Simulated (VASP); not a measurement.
# GaN in VASP: settings compared, part 2 of 2

VASP 6.6.1. The steps go on from the part before.

### Step 3. Single point, PBE (strain -4.3%)

The input, INCAR:

```
PREC = Accurate
ENCUT = 520
EDIFF = 1E-6
ISMEAR = 0
SIGMA = 0.01
LREAL = False
LASPH = True
NELM = 60
ALGO = Normal
ISIF = 2
LWAVE = False
LCHARG = True
GGA = PE
LELF = True
LVHAR = True
NBANDS = 16
```

The input, KPOINTS:

```
Automatic mesh
0
Gamma
  6 6 6
```

The input, POSCAR:

```
GaN
1.0
    0.0000000000      2.1524725564      2.1524725564
    2.1524725564      0.0000000000      2.1524725564
    2.1524725564      2.1524725564      0.0000000000
Ga N
1 1
Direct
    0.0000000000      0.0000000000      0.0000000000
    0.7500000000      0.7500000000      0.7500000000
```

Potentials or basis: VASP PAW PBE potentials, release 64 (Ga_d, N).

On the command line:

```
cat potpaw_PBE.64/Ga_d/POTCAR potpaw_PBE.64/N/POTCAR > POTCAR
mpirun -np 1 vasp_std > vasp.out
```

OUTCAR:

```text
PREC = Accurate
   ENCUT = 520
   EDIFF = 1E-6
   ISMEAR = 0
   LREAL = False
   LASPH = True
   NELM = 60
   ISIF = 2
   GGA = PE

 ion  position               nearest neighbor table
   1  0.000  0.000  0.000-   2 1.86   2 1.86   2 1.86   2 1.86
   2  0.750  0.750  0.750-   1 1.86   1 1.86   1 1.86   1 1.86

  LATTYP: Found a face centered cubic cell.
 ALAT       =     4.3049451128

  Lattice vectors:

 A1 = (   0.0000000000,   2.1524725564,   2.1524725564)
 A2 = (   2.1524725564,   0.0000000000,   2.1524725564)
 A3 = (   2.1524725564,   2.1524725564,   0.0000000000)

Analysis of symmetry for initial positions (statically):
=====================================================================
 Subroutine PRICEL returns:
 Original cell was already a primitive cell.

 Routine SETGRP: Setting up the symmetry group for a
 face centered cubic supercell.

 Subroutine GETGRP returns: Found 24 space group operations
 (whereof 24 operations were pure point group operations)
 out of a pool of 48 trial point group operations.

The static configuration has the point symmetry T_d .

Analysis of symmetry for dynamics (positions and initial velocities):
=====================================================================
 Subroutine PRICEL returns:
 Original cell was already a primitive cell.

 Routine SETGRP: Setting up the symmetry group for a
 face centered cubic supercell.

 Subroutine GETGRP returns: Found 24 space group operations
 (whereof 24 operations were pure point group operations)
 out of a pool of 48 trial point group operations.

The dynamic configuration has the point symmetry T_d .

 Subroutine INISYM returns: Found 24 space group operations
 (whereof 24 operations are pure point group operations),
 and found     1 'primitive' translations

----------------------------------------------------------------------------------------
[... 101 lines left out ...]
   IALGO  =     38    algorithm
   IMIX   =      4    mixing-type and parameters
     AMIX     =   0.40;   BMIX     =  1.00
     AMIX_MAG =   1.60;   BMIX_MAG =  1.00
  volume/ion in A,a.u.               =       9.97        67.30
  Fermi-wavevector in a.u.,A,eV,Ry     =   1.582042  2.989626 34.053441  2.502857
  Thomas-Fermi vector in A             =   2.682026
   LORBIT       =      0    0 simple, 1 ext, 2 COOP (PROOUT), +10 PAW based schemes
   GGA     = PE    functional components
   LHFCALC =     F    Hartree Fock is set to
   AEXX    =    0.0000 exact exchange contribution
   IVDW    =     0    specifies the selected vdW correction
   LEPSILON=     F    determine dielectric tensor
   LRPA    =     F    only Hartree local field effects (RPA)
 non-spin polarized calculation
 Gauss-broadening in eV      SIGMA  =   0.01
  energy-cutoff  :      520.00
  volume of cell :       19.95
 maximum number of plane-waves:       544
 NGX is ok and might be reduce to    24
   NGX = 11   NGY = 11   NGZ = 11

 number of electron      17.9999995 magnetization

 Free energy of the ion-electron system (eV)
  ---------------------------------------------------
  ext. energy  EPLUGINS =         0.00000000
  ---------------------------------------------------
  free energy    TOTEN  =       -11.75560387 eV

  energy without entropy =      -11.75560387  energy(sigma->0) =      -11.75560387

 E-fermi :   6.9977     XC(G=0): -12.4224

 val. band max:        6.9053904481   @ k =   0.0000   0.0000   0.0000
 cond. band min:       9.5149268372   @ k =   0.0000   0.0000   0.0000
 fundamental gap:      2.6095363890
 Fermi energy:         6.9976566251

 k-point     1 :       0.0000    0.0000    0.0000
  band No.  band energies     occupation
      1     -10.3137      2.00000
      2      -6.7450      2.00000
      3      -6.7450      2.00000
      4      -6.7450      2.00000
      5      -6.2575      2.00000
      6      -6.2575      2.00000
[... 281 lines left out ...]
      3      -6.4350      2.00000
      4      -6.2759      2.00000
      5      -6.2028      2.00000
      6      -4.2551      2.00000
[... 8 lines left out ...]
     15      29.0548      0.00000
     16      32.3499      0.00000

------------------------ aborting loop because EDIFF is reached ----------------------------------------

  FORCE on cell =-STRESS in cart. coord.  units (eV):
  Direction    XX          YY          ZZ          XY          YZ          ZX
  --------------------------------------------------------------------------------------
  -------------------------------------------------------------------------------------
  Total        5.0449293      5.0449293      5.0449293      0.0000000      0.0000000      0.0000000
  in kB      405.2497912    405.2497912    405.2497912      0.0000000      0.0000000      0.0000000
  external PRESSURE =     405.2497912 kB  Pullay stress =       0.0000000 kB

 VOLUME and BASIS-vectors are now :
 -----------------------------------------------------------------------------
  energy-cutoff  :      520.00
  volume of cell :       19.95
      direct lattice vectors                 reciprocal lattice vectors
     0.000000000  2.152472556  2.152472556    -0.232290999  0.232290999  0.232290999
     2.152472556  0.000000000  2.152472556     0.232290999 -0.232290999  0.232290999
     2.152472556  2.152472556  0.000000000     0.232290999  0.232290999 -0.232290999

 POSITION                                       TOTAL-FORCE (eV/Angst)
 -----------------------------------------------------------------------------------
      0.00000      0.00000      0.00000         0.000000      0.000000      0.000000
      3.22871      3.22871      3.22871        -0.000000     -0.000000     -0.000000
 -----------------------------------------------------------------------------------
    total drift:                               -0.000003     -0.000003     -0.000003

  FREE ENERGIE OF THE ION-ELECTRON SYSTEM (eV)
  ---------------------------------------------------
  free  energy   TOTEN  =       -11.7556038713 eV

  energy  without entropy=      -11.7556038713  energy(sigma->0) =      -11.75560387
```

stdout:

```text
POSCAR found type information on POSCAR GaN
 POSCAR found :  2 types and       2 ions
 scaLAPACK will be used
 LDA part: xc-table for (Slater+PW92), standard interpolation
 POSCAR, INCAR and KPOINTS ok, starting setup
 FFT: planning ... GRIDC
 FFT: planning ... GRID_SOFT
 FFT: planning ... GRID
 WAVECAR not read
 entering main loop
```

Run time: 8.7 s. Hardware: 1 thread of AMD EPYC 7R43 (Zen 3), shared host; peak memory 0.1 GiB.

Results:

```yaml
Free_energy: -11.7556 eV
Pressure: 40.5 GPa
Band_gap_on_the_k_mesh: 2.61 eV, direct
```

Caveat: the k points lie up to 0.42 Å⁻¹ apart; the cell differs from its parent crystal (strain -4.3%).

### Step 4. Single point, PBE

The input, INCAR:

```
ALGO = Normal ; EDIFF = 1E-6
ENCUT = 520 ; GGA = PE
ISIF = 2 ; ISMEAR = 0
LASPH = True ; LCHARG = True
LELF = True ; LREAL = False
LVHAR = True ; LWAVE = False
NBANDS = 16 ; NELM = 60
PREC = Accurate ; SIGMA = 0.01
```

The input, KPOINTS:

```
k-points
0
Gamma
  6 6 6
```

The input, POSCAR:

```
GaN
1.0
    0.0000000000      2.2489526240      2.2489526240
    2.2489526240      0.0000000000      2.2489526240
    2.2489526240      2.2489526240      0.0000000000
Ga N
1 1
Direct
    0.0000000000      0.0000000000      0.0000000000
    0.7500000000      0.7500000000      0.7500000000
```

On the command line:

```
cat potpaw_PBE.64/Ga_d/POTCAR potpaw_PBE.64/N/POTCAR > POTCAR
mpirun -np 1 vasp_std > vasp.out
```

Run time: 8.3 s. Hardware: 1 thread of AMD EPYC 7R43 (Zen 3), shared host; peak memory 0.1 GiB.

Results (log left out):

```
Free energy            : -12.1338 eV
Pressure               : 6.2 GPa
Band gap on the k mesh : 1.76 eV, direct
```

Levels at points of the mesh, in eV from the valence-band top:
```
           k point  band 7  band 8  band 9  band 10  band 11  band 12
(0.00, 0.00, 0.00)    0.00    0.00    0.00     1.76    10.34    10.34
(0.50, 0.00, 0.00)   -7.08   -0.98   -0.98     4.68     8.76    10.39
(0.50, 0.50, 0.00)   -6.15   -2.72   -2.72     3.35     6.70    11.75
```

### Step 5. Single point, PBE (uniaxial x strain -0.9%)

The input, INCAR:

```
  PREC = Accurate
  ENCUT = 520
  EDIFF = 1E-7
  ISMEAR = 0
  SIGMA = 0.01
  LREAL = F
  LASPH = T
  NELM = 60
  ALGO = Normal
  ISIF = 2
  LWAVE = F
  LCHARG = F
  GGA = PE
  NBANDS = 16
```

The input, KPOINTS:

```
regular mesh
0
Gamma
  6 6 6
```

The input, POSCAR:

```
GaN
1.0
    0.0000000000      2.2489526240      2.2489526240
    2.2296116314      0.0000000000      2.2489526240
    2.2296116314      2.2489526240      0.0000000000
Ga N
1 1
Direct
    0.0000000000      0.0000000000      0.0000000000
    0.7500000000      0.7500000000      0.7500000000
```

On the command line:

```
cat potpaw_PBE.64/Ga_d/POTCAR potpaw_PBE.64/N/POTCAR > POTCAR
mpirun -np 1 vasp_std > vasp.out
```

Run time: 12 s. Hardware: 1 thread of AMD EPYC 7R43 (Zen 3), shared host; peak memory 0.1 GiB.

Results (log left out):

```yaml
Free_energy: -12.1246 eV
Pressure: 7.9 GPa
Band_gap_on_the_k_mesh: 1.79 eV, direct
```

Stress tensor (GPa, compression positive):
```
8.61 0.00 0.00
0.00 7.60 0.00
0.00 0.00 7.60
```

Levels at points of the mesh, in eV from the valence-band top:
| k point | band 6 | band 7 | band 8 | band 9 | band 10 | band 11 | band 12 | band 13 |
| --- | --- | --- | --- | --- | --- | --- | --- | --- |
| (0.00, 0.00, 0.00) | -13.15 | -0.04 | -0.04 | 0.00 | 1.79 | 10.35 | 10.37 | 10.37 |
| (0.50, 0.00, 0.00) | -11.91 | -7.16 | -1.05 | -0.98 | 4.71 | 8.77 | 10.35 | 10.48 |
| (0.50, 0.50, 0.00) | -11.50 | -6.24 | -2.76 | -2.76 | 3.35 | 6.77 | 11.74 | 14.01 |
| (0.00, 0.50, 0.50) | -11.45 | -6.15 | -2.82 | -2.82 | 3.29 | 6.63 | 11.87 | 14.06 |

Caveat: the cell differs from its parent crystal (uniaxial x strain -0.9%).

### Step 6. Single point, PBE (uniaxial z strain +4.8%)

The input, INCAR:

```
PREC     = Accurate       # precision mode
ENCUT    = 520            # plane-wave cutoff, eV
EDIFF    = 1E-6           # SCF threshold, eV
ISMEAR   = 0              # smearing method
SIGMA    = 0.01           # smearing width, eV
LREAL    = False          # projectors in reciprocal space
LASPH    = True           # aspherical terms in the spheres
NELM     = 100            # most SCF steps
ALGO     = Normal         # electronic algorithm
ISIF     = 2              # what is computed and relaxed
LWAVE    = False          # write WAVECAR
LCHARG   = False          # write CHGCAR
GGA      = PE             # functional
NBANDS   = 16             # bands
```

KPOINTS is that of step 5.

The input, POSCAR:

```
GaN
1.0
    0.0000000000      2.2489526240      2.3573521404
    2.2489526240      0.0000000000      2.3573521404
    2.2489526240      2.2489526240      0.0000000000
Ga N
1 1
Direct
    0.0000000000      0.0000000000      0.0000000000
    0.7500000000      0.7500000000      0.7500000000
```

Potentials or basis: VASP PAW PBE potentials, release 64 (Ga_d, N).

On the command line:

```
cat potpaw_PBE.64/Ga_d/POTCAR potpaw_PBE.64/N/POTCAR > POTCAR
mpirun -np 1 vasp_std > vasp.out
```

Wall time 13 s (1 thread of AMD EPYC 7R43 (Zen 3), shared host); peak memory 0.1 GiB.

It converged, with:

* Free energy: -12.1323 eV
* Pressure: -2.3 GPa
* Band gap on the k mesh: 1.37 eV, direct

Stress tensor (GPa, compression positive):
```
-0.16  0.00  0.00
 0.00 -0.16  0.00
 0.00  0.00 -6.62
```

Levels at points of the mesh, in eV from the valence-band top:
```csv
k point,band 7,band 8,band 9,band 10,band 11,band 12
"(0.00, 0.00, 0.00)",-0.23,0.00,0.00,1.37,9.93,9.93
"(0.50, 0.00, 0.00)",-6.85,-1.17,-0.82,4.22,8.44,9.81
"(0.50, 0.50, 0.00)",-6.36,-2.40,-2.40,3.47,6.79,10.96
"(0.50, 0.00, 0.50)",-5.87,-2.75,-2.74,3.17,6.10,11.53
```

Caveat: the cell differs from its parent crystal (uniaxial z strain +4.8%).

### Step 7. Overview

| level | cell | k mesh | gap on the mesh (eV) | pressure (GPa) |
| --- | --- | --- | --- | --- |
| r2SCAN | a = 3.181, b = 3.181, c = 3.142 Å, angles 60.4, 60.4, 60.8°, 2 atoms | 10 × 10 × 10 | 2.07 | 1.1 |
| PBE | a = 3.044 Å, angles 60.0°, 2 atoms | 6 × 6 × 6 | 2.61 | 40.5 |
| PBE | a = 3.180 Å, angles 60.0°, 2 atoms | 6 × 6 × 6 | 1.76 | 6.2 |
| PBE | a = 3.180, b = 3.167, c = 3.167 Å, angles 60.3, 59.9, 59.9°, 2 atoms | 6 × 6 × 6 | 1.79 | 7.9 |
| PBE | a = 3.258, b = 3.258, c = 3.180 Å, angles 60.8, 60.8, 58.4°, 2 atoms | 6 × 6 × 6 | 1.37 | -2.3 |

Alike in all rows: task single point; potentials or basis VASP PAW PBE potentials, release 64 (Ga_d, N); no spin polarisation; cutoff (eV) 520; smearing gaussian 0.01 eV.

Caveats: some runs use coarse meshes; the PAW data sets were made with another functional, which shifts forces and pressure a little (some runs).

Absolute energies hang on the potentials; compare differences alone.
